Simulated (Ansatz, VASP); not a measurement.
# One calculation of NaHF2, two programs

```
Na H F
1.0
     1.73909    1.00406    4.55441
    -1.73909    1.00406    4.55441
     0.00000   -2.00813    4.55441
Na H F
1 1 2
Direct
  0.00000 0.00000 0.00000
  0.50000 0.50000 0.50000
  0.41683 0.41683 0.41683
  0.58317 0.58317 0.58317
```

Change from the starting cell: z stretched by -0.5 %, x and y held.

Alike in both runs: task relaxation of the atoms; functional PBEsol; k mesh 8 × 8 × 8; no spin polarisation.

|  | VASP | Ansatz |
| --- | --- | --- |
| version | VASP 6.6.1 | Ansatz 0.2.0 |
| potentials or method | VASP PAW PBE potentials, release 64 (Na_pv, H, F), cutoff 520 eV | all-electron LAPW, scalar-relativistic |
| occupations | gaussian, width 0.01 eV | fixed |

Ansatz gave:

* gap on the k mesh at the Fermi level, each at its own relaxed structure (eV): 6.91

Which values does VASP return?

gap on the k mesh at the Fermi level, each at its own relaxed structure (eV): 6.89.

VASP's potentials were made for PBE, not for PBEsol. Ansatz ran all-electron here, and VASP with PAW potentials.
